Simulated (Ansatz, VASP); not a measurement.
LiH: VASP beside Ansatz

```
Li H
1.0
     0.00000    2.16636    2.16636
     2.16636    0.00000    2.16636
     2.16636    2.16636    0.00000
Li H
1 1
Direct
  0.00000 0.00000 0.00000
  0.25000 0.25000 0.25000
```

Alike in both runs: task single point; functional r2SCAN; k mesh 8 × 8 × 8; no spin polarisation.

```csv
,VASP,Ansatz
version,VASP 6.6.1,Ansatz 0.2.0
potentials or method,"VASP PAW PBE potentials, release 64 (Li_sv, H)","plane waves, PAW"
plane-wave cutoff (eV),520,500
occupations,"gaussian, width 0.01 eV",fixed
valence electrons in the cell,4,4
```

```csv
,VASP,Ansatz,Ansatz less VASP
gap on the k mesh at the Fermi level (eV),4.74,4.67,-0.067
```

VASP's potentials were made for PBE, not for r2SCAN.

Noted on VASP's run: the cutoff is short for stress, so the pressure is rough.
